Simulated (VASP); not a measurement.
Write the native input for VASP 6.6.1 that does the following.

| Property | Result |
| --- | --- |
| Task | single point |
| Functional | r2SCAN |
| Potentials or basis | VASP PAW PBE potentials, release 64 (Ti_sv, C) |
| Cutoff | 520 eV |
| k mesh | 16 × 16 × 16 |
| Occupations | gaussian, width 0.1 eV |
| Spin | no spin polarisation |
| Dipole correction | no |
| Further INCAR settings | ALGO = Normal; EDIFF = 1e-06; NBANDS = 15 |

The system is TiC.

```
CELL_PARAMETERS angstrom
0.00000 2.14205 2.14205
2.14205 0.00000 2.14205
2.14205 2.14205 0.00000
ATOMIC_POSITIONS crystal
Ti 0.00000 0.00000 0.00000
C 0.50000 0.50000 0.50000
```

This cell differs from its parent crystal: volume scaled by 0.97.

These files were run (other wordings do the same):

POSCAR

```
TiC
1.0
    0.0000000000      2.1420470719      2.1420470719
    2.1420470719      0.0000000000      2.1420470719
    2.1420470719      2.1420470719      0.0000000000
Ti C
1 1
Direct
    0.0000000000      0.0000000000      0.0000000000
    0.5000000000      0.5000000000      0.5000000000
```

INCAR.step1

```
PREC = Accurate ; ENCUT = 520
ISMEAR = 0 ; SIGMA = 0.1
LREAL = F ; LASPH = T
NELM = 100 ; NBANDS = 15
GGA = PE ; ALGO = Normal
EDIFF = 1E-4 ; LWAVE = T
LCHARG = F
```

INCAR.step2

```
PREC = Accurate ; ENCUT = 520
EDIFF = 1E-6 ; ISMEAR = 0
SIGMA = 0.1 ; LREAL = F
LASPH = T ; NELM = 100
ALGO = Normal ; ISIF = 2
LWAVE = F ; LCHARG = F
METAGGA = R2SCAN ; LMIXTAU = T
NBANDS = 15 ; ISTART = 1
```

KPOINTS

```
Automatic mesh
0
Gamma
  16 16 16
```

Potentials or basis: VASP PAW PBE potentials, release 64 (Ti_sv, C).

Launch:

```bash
$ cat potpaw_PBE.64/Ti_sv/POTCAR potpaw_PBE.64/C/POTCAR > POTCAR
$ cp INCAR.step1 INCAR
$ mpirun -np 1 vasp_std > vasp.out
$ cp INCAR.step2 INCAR
$ mpirun -np 1 vasp_std > vasp.out
```

It gave:

```yaml
Pressure: 9.5 GPa
Band_gap_on_the_k_mesh: zero (band 8 reaches 10.76 eV, above the bottom of band 9 at 9.42 eV)
```

Caveat: the PAW data sets were made with another functional, which shifts forces and pressure a little.

Wall time 120 s on 1 thread of Intel(R) Xeon(R) Platinum 8259CL CPU @ 2.50GHz (Skylake/Cascade Lake), with other jobs on the host, peak memory 0.17 GiB.
